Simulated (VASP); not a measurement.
Li3SiN2, 6 atoms in the cell. Symmetry: P4mm, No. 99, tetragonal system. Conventional cell: a = 3.202 Å, b = 3.202 Å, c = 5.068 Å, α = 90.00°, β = 90.00°, γ = 90.00°. Li (site symmetry 2mm) has 4 N at 2.10 to 2.11 Å and 6 Li at 2.26 to 2.39 Å and 2 Si at 2.57 Å within 2.8 Å. Within 2.5 Å of Li (site symmetry 4mm) lie 5 N at 1.92 to 2.30 Å and 4 Li at 2.39 Å. Within 2.4 Å of Si (site symmetry 4mm) lie 5 N at 1.70 to 2.35 Å. N (site symmetry 4mm) has 1 Si at 1.70 Å and 8 Li at 2.10 to 2.30 Å within 2.4 Å. N (site symmetry 4mm) has 5 Li at 1.92 to 2.11 Å and 4 Si at 2.35 Å within 2.5 Å. 

- Program: VASP 6.6.1
- Task: single point
- Functional: PBE
- Potentials or basis: VASP PAW PBE potentials, release 64 (Li_sv, Si, N)
- Cutoff: 520 eV
- k mesh: 12 × 12 × 8
- Occupations: gaussian, width 0.1 eV
- Spin: no spin polarisation
- Dipole correction: no
- k mesh for the DOS: 18 × 18 × 12
- Occupations for the DOS: tetrahedron
- Further INCAR settings: ALGO = Normal; EDIFF = 1e-06; NBANDS = 20

Potentials or basis: VASP PAW PBE potentials, release 64 (Li_sv, Si, N).

The run is started by

```sh
$ cat potpaw_PBE.64/Li_sv/POTCAR potpaw_PBE.64/Si/POTCAR potpaw_PBE.64/N/POTCAR > POTCAR
$ cp INCAR.step1 INCAR
$ cp KPOINTS.step1 KPOINTS
$ mpirun -np 1 vasp_std > vasp.out
$ cp INCAR.step2 INCAR
$ cp KPOINTS.step2 KPOINTS
$ mpirun -np 1 vasp_std > vasp.out
```

Hardware: 1 thread of AMD EPYC 9R45 96-Core Processor (Zen 5) (shared host).

Q: How long does it take, and how much memory?

A: It took 120 s on 1 thread of AMD EPYC 9R45 96-Core Processor (Zen 5), with other jobs on the host, peak memory 0.4 GiB. Counts: k points 385.
